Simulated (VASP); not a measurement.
# BaS (Pm-3m) in VASP: notebook, part 2 of 2

VASP 6.6.1. The steps go on from the part before.

## (4) Relaxation of cell and atoms, HSE06

The input, POSCAR:

```
BaS
1.0
    3.8337582597      0.0000000000      0.0000000000
    0.0000000000      3.8337582597      0.0000000000
    0.0000000000      0.0000000000      3.8337582597
Ba S
1 1
Direct
    0.0000000000      0.0000000000      0.0000000000
    0.5000000000      0.5000000000      0.5000000000
```

The input, INCAR.step1:

```
SYSTEM = BaS
PREC = Accurate ; ENCUT = 600
EDIFF = 1E-5 ; ISMEAR = -1
SIGMA = 0.02 ; LREAL = .False.
LASPH = .True. ; NELM = 100
ALGO = Normal ; LWAVE = .True.
LCHARG = .False. ; GGA = PE
NBANDS = 15
```

The input, INCAR.step2:

```
SYSTEM = BaS
PREC = Accurate ; ENCUT = 600
EDIFF = 1E-6 ; ISMEAR = -1
SIGMA = 0.02 ; LREAL = .False.
LASPH = .True. ; NELM = 100
ALGO = Normal ; ISIF = 3
LWAVE = .False. ; LCHARG = .False.
GGA = PE ; LHFCALC = .True.
HFSCREEN = 0.2079 ; PRECFOCK = Normal
IBRION = 2 ; NSW = 80
EDIFFG = -0.005 ; ISTART = 1
```

The input, KPOINTS:

```
regular mesh
0
Gamma
  4 4 4
  0 0 0
```

Launch:

```sh
cat potpaw_PBE.64/Ba_sv/POTCAR potpaw_PBE.64/S/POTCAR > POTCAR
cp INCAR.step1 INCAR
mpirun -np 1 vasp_std > vasp.out
cp INCAR.step2 INCAR
mpirun -np 1 vasp_std > vasp.out
```

Run time: 13 min. Hardware: 1 thread of Intel Xeon Platinum 8259CL at 2.50GHz (Skylake/Cascade Lake), shared host; peak memory 0.3 GiB.

Results (log left out):

- Free energy: -11.0984 eV
- Relaxed volume: 28.45 Å³/atom
- Relaxed cell: a = 3.846 Å, b = 3.846 Å, c = 3.846 Å, α = 90.00°, β = 90.00°, γ = 90.00°
- Space group after relaxing (to 0.1 Å): Pm-3m (No. 221)
- Energy gained by relaxing: 0.4 meV/atom
- Ionic steps: 3
- Pressure after relaxing: 0.0 GPa
- Band gap on the k mesh: 2.35 eV (least direct gap 2.48 eV)

The path:
```
step  energy change (eV)  largest force (eV/Å)  pressure (GPa)  volume (Å³)
   1              0.0000                0.0000            0.48        56.35
   2             -0.0008                0.0000           -0.11        57.04
   3             -0.0008                0.0000           -0.01        56.91
```

Final structure:
```
Ba S
1.0
     3.84643    0.00000    0.00000
     0.00000    3.84643    0.00000
     0.00000    0.00000    3.84643
Ba S
1 1
Direct
  0.00000 0.00000 0.00000
  0.50000 0.50000 0.50000
```

Levels at points of the mesh, in eV from the valence-band top:
```
           k point  band 4  band 5  band 6  band 7  band 8  band 9  band 10  band 11  band 12
(0.00, 0.00, 0.00)  -12.74  -12.19   -0.13   -0.13   -0.13    2.35     2.35     4.79     7.69
(0.50, 0.00, 0.00)  -12.61  -10.75   -3.13   -0.76   -0.76    3.49     7.23     7.47     8.20
(0.50, 0.50, 0.00)  -12.51  -11.73   -1.52   -1.52    0.00    3.13     4.30     5.34     5.34
(0.50, 0.50, 0.50)  -13.37  -11.32   -2.98   -2.98   -2.98    8.55     8.55     8.55     8.79
```

Caveat: the PAW data sets were made with another functional, which shifts forces and pressure a little; spin-orbit coupling is left out, which moves the levels of the heavy elements.

## (5) Single point, r2SCANh

POSCAR is that of step 4.

The input, INCAR.step1:

```
SYSTEM = BaS
PREC = Accurate
ENCUT = 520
EDIFF = 1E-5
ISMEAR = 0
SIGMA = 0.01
LREAL = .FALSE.
LASPH = .TRUE.
NELM = 100
ALGO = Normal
ISIF = 2
LWAVE = .TRUE.
LCHARG = .FALSE.
NBANDS = 15
GGA = PE
```

The input, INCAR.step2:

```
SYSTEM = BaS
PREC = Accurate
ENCUT = 520
EDIFF = 1E-6
ISMEAR = 0
SIGMA = 0.01
LREAL = .FALSE.
LASPH = .TRUE.
NELM = 100
ALGO = Normal
ISIF = 2
LWAVE = .FALSE.
LCHARG = .FALSE.
METAGGA = R2SCAN
LHFCALC = .TRUE.
AEXX = 0.1
LMIXTAU = .TRUE.
PRECFOCK = Normal
NBANDS = 15
ISTART = 1
```

The input, KPOINTS:

```
Automatic mesh
0
G
  4 4 4
  0 0 0
```

Potentials or basis: VASP PAW PBE potentials, release 64 (Ba_sv, S).

Launch:

```sh
cat potpaw_PBE.64/Ba_sv/POTCAR potpaw_PBE.64/S/POTCAR > POTCAR
cp INCAR.step1 INCAR
mpirun -np 1 vasp_std > vasp.out
cp INCAR.step2 INCAR
mpirun -np 1 vasp_std > vasp.out
```

OUTCAR:

```text
SYSTEM = BaS
   PREC = Accurate
   ENCUT = 520
   EDIFF = 1E-6
   ISMEAR = 0
   LREAL = .FALSE.
   LASPH = .TRUE.
   NELM = 100
   ISIF = 2
   METAGGA = R2SCAN
   LHFCALC = .TRUE.
   AEXX = 0.1
   PRECFOCK = Normal
   ISTART = 1

 ion  position               nearest neighbor table
   1  0.000  0.000  0.000-   2 3.32   2 3.32   2 3.32   2 3.32   2 3.32   2 3.32   2 3.32   2 3.32

   2  0.500  0.500  0.500-   1 3.32   1 3.32   1 3.32   1 3.32   1 3.32   1 3.32   1 3.32   1 3.32

  LATTYP: Found a simple cubic cell.
 ALAT       =     3.8337582597

  Lattice vectors:

 A1 = (   3.8337582597,   0.0000000000,   0.0000000000)
 A2 = (   0.0000000000,   3.8337582597,   0.0000000000)
 A3 = (   0.0000000000,   0.0000000000,   3.8337582597)

Analysis of symmetry for initial positions (statically):
=====================================================================
 Subroutine PRICEL returns:
 Original cell was already a primitive cell.

 Routine SETGRP: Setting up the symmetry group for a
 simple cubic supercell.

 Subroutine GETGRP returns: Found 48 space group operations
 (whereof 48 operations were pure point group operations)
 out of a pool of 48 trial point group operations.

The static configuration has the point symmetry O_h .

Analysis of symmetry for dynamics (positions and initial velocities):
=====================================================================
 Subroutine PRICEL returns:
 Original cell was already a primitive cell.

 Routine SETGRP: Setting up the symmetry group for a
 simple cubic supercell.

 Subroutine GETGRP returns: Found 48 space group operations
 (whereof 48 operations were pure point group operations)
 out of a pool of 48 trial point group operations.

The dynamic configuration has the point symmetry O_h .

 Subroutine INISYM returns: Found 48 space group operations
 (whereof 48 operations are pure point group operations),
 and found     1 'primitive' translations
[... 115 lines left out ...]
   ENCUTFOCK=  -1.0 apply spherical cutoff to Coloumb kernel
   IVDW    =     0    specifies the selected vdW correction
   LEPSILON=     F    determine dielectric tensor
   LRPA    =     F    only Hartree local field effects (RPA)
 non-spin polarized calculation
 Gauss-broadening in eV      SIGMA  =   0.01
  energy-cutoff  :      520.00
  volume of cell :       56.35
 maximum number of plane-waves:      1568
 NGX is ok and might be reduce to    30
  NGX = 24; NGY = 24; NGZ = 24

 number of electron      15.9999997 magnetization

 Free energy of the ion-electron system (eV)
  ---------------------------------------------------
  ext. energy  EPLUGINS =         0.00000000
  ---------------------------------------------------
  free energy    TOTEN  =       -36.69665645 eV

  energy without entropy =      -36.69665645  energy(sigma->0) =      -36.69665645

 E-fermi :   2.5696     XC(G=0):  -9.0099

 val. band max:        2.5063580732   @ k =   0.5000   0.5000   0.0000
 cond. band min:       4.8990094280   @ k =   0.0000   0.0000   0.0000
 fundamental gap:      2.3926513548
 Fermi energy:         2.5695984307

 k-point     1 :       0.0000    0.0000    0.0000
  band No.  band energies     occupation
      1     -26.1184      2.00000
      2     -10.1113      2.00000
      3     -10.1113      2.00000
      4     -10.1113      2.00000
      5      -9.4263      2.00000
      6       2.3924      2.00000
      7       2.3924      2.00000
      8       2.3924      2.00000
      9       4.8990      0.00000
     10       4.8990      0.00000
     11       7.7479      0.00000
     12      10.2629      0.00000
     13      10.2629      0.00000
     14      10.2629      0.00000
[... 149 lines left out ...]
      2     -10.7468      2.00000
      3     -10.7468      2.00000
      4     -10.7468      2.00000
      5      -8.5691      2.00000
      6      -0.4117      2.00000
      7      -0.4117      2.00000
      8      -0.4117      2.00000
      9      11.1809      0.00000
     10      11.1809      0.00000
     11      11.1809      0.00000
     12      11.5701      0.00000
     13      11.5701      0.00000
     14      11.5701      0.00000
     15      12.8470      0.00000

------------------------ aborting loop because EDIFF is reached ----------------------------------------

  FORCE on cell =-STRESS in cart. coord.  units (eV):
  Direction    XX          YY          ZZ          XY          YZ          ZX
  --------------------------------------------------------------------------------------
  -------------------------------------------------------------------------------------
  Total        0.2795863      0.2795863      0.2795863      0.0000000     -0.0000000      0.0000000
  in kB        7.9497290      7.9497290      7.9497290      0.0000000     -0.0000000      0.0000000
  external PRESSURE =       7.9497290 kB  Pullay stress =       0.0000000 kB

 VOLUME and BASIS-vectors are now :
 -----------------------------------------------------------------------------
  energy-cutoff  :      520.00
  volume of cell :       56.35
      direct lattice vectors                 reciprocal lattice vectors
     3.833758260  0.000000000  0.000000000     0.260840651  0.000000000  0.000000000
     0.000000000  3.833758260  0.000000000     0.000000000  0.260840651  0.000000000
     0.000000000  0.000000000  3.833758260     0.000000000  0.000000000  0.260840651

 POSITION                                       TOTAL-FORCE (eV/Angst)
 -----------------------------------------------------------------------------------
      0.00000      0.00000      0.00000         0.000000      0.000000      0.000000
      1.91688      1.91688      1.91688         0.000000      0.000000      0.000000
 -----------------------------------------------------------------------------------
    total drift:                               -0.000000     -0.000000     -0.000000

  FREE ENERGIE OF THE ION-ELECTRON SYSTEM (eV)
  ---------------------------------------------------
  free  energy   TOTEN  =       -36.6966564468 eV

  energy  without entropy=      -36.6966564468  energy(sigma->0) =      -36.69665645
```

OUTCAR.step1:

```text
SYSTEM = BaS
   PREC = Accurate
   ENCUT = 520
   EDIFF = 1E-5
   ISMEAR = 0
   LREAL = .FALSE.
   LASPH = .TRUE.
[... 386 lines left out ...]
      0.00000      0.00000      0.00000         0.000000      0.000000      0.000000
      1.91688      1.91688      1.91688         0.000000      0.000000      0.000000
 -----------------------------------------------------------------------------------
    total drift:                                0.000000     -0.000000     -0.000000

  FREE ENERGIE OF THE ION-ELECTRON SYSTEM (eV)
  ---------------------------------------------------
  free  energy   TOTEN  =        -9.7308382194 eV

  energy  without entropy=       -9.7308382194  energy(sigma->0) =       -9.73083822
```

OSZICAR.step1:

```text
N       E                     dE             d eps       ncg     rms          rms(c)
DAV:   1     0.777739936510E+02    0.77774E+02   -0.71950E+03   300   0.950E+02
DAV:   2    -0.598606201507E+01   -0.83760E+02   -0.75737E+02   427   0.171E+02
DAV:   3    -0.100996851710E+02   -0.41136E+01   -0.40759E+01   413   0.385E+01
DAV:   4    -0.101683641732E+02   -0.68679E-01   -0.68673E-01   358   0.531E+00
DAV:   5    -0.101702916038E+02   -0.19274E-02   -0.19274E-02   429   0.679E-01    0.484E+00
DAV:   6    -0.974297390390E+01    0.42732E+00   -0.46018E-01   335   0.471E+00    0.345E+00
DAV:   7    -0.972648765618E+01    0.16486E-01   -0.17789E-01   377   0.262E+00    0.177E+00
DAV:   8    -0.973157362956E+01   -0.50860E-02   -0.38750E-02   342   0.120E+00    0.240E-01
DAV:   9    -0.973051923765E+01    0.10544E-02   -0.42007E-03   377   0.431E-01    0.946E-02
DAV:  10    -0.973077799362E+01   -0.25876E-03   -0.63502E-04   315   0.187E-01    0.294E-02
DAV:  11    -0.973083716177E+01   -0.59168E-04   -0.10156E-04   363   0.814E-02    0.281E-02
DAV:  12    -0.973083821945E+01   -0.10577E-05   -0.58629E-06   283   0.171E-02
   1 F= -.97308382E+01 E0= -.97308382E+01  d E =-.113816E-18
```

It took 7.7 min on 1 thread of Intel Xeon Platinum 8375C at 2.90GHz (Ice Lake), shared host; peak memory 0.19 GiB.

Results:

| Quantity | Value |
| --- | --- |
| Free energy | -36.6967 eV |
| Pressure | 0.8 GPa |
| Band gap on the k mesh | 2.39 eV (least direct gap 2.51 eV) |

Caveat: the PAW data sets were made with another functional, which shifts forces and pressure a little; spin-orbit coupling is left out, which moves the levels of the heavy elements.

## (6) Summary

```csv
task,level,cell,cutoff (eV),smearing,share of exact exchange,screening parameter,gap on the mesh (eV),pressure (GPa)
single point,HSE06,as given,520,gaussian 0.01 eV,0.25,0.2079 1/Å,2.34,0.5
single point,PBE0,as given,520,gaussian 0.01 eV,0.25,-,3.06,0.3
relaxation of cell and atoms,HSE06,relaxed,600,fermi-dirac 0.02 eV,0.25,0.2079 1/Å,2.35,0.0
single point,r2SCANh,as given,520,gaussian 0.01 eV,0.1,-,2.39,0.8
```

Alike in all rows: potentials or basis VASP PAW PBE potentials, release 64 (Ba_sv, S); no spin polarisation; k mesh 4 × 4 × 4.

On the cell as given the gap runs from 2.34 eV (HSE06) to 3.06 eV (PBE0). The pressure there spans 0.3 GPa (PBE0) to 0.8 GPa (r2SCANh); a positive pressure means that this level wants a larger cell, a negative one a smaller.

Caveats: the PAW data sets were made with another functional, which shifts forces and pressure a little; spin-orbit coupling is left out, which moves the levels of the heavy elements.

Absolute energies hang on the potentials; compare differences alone.
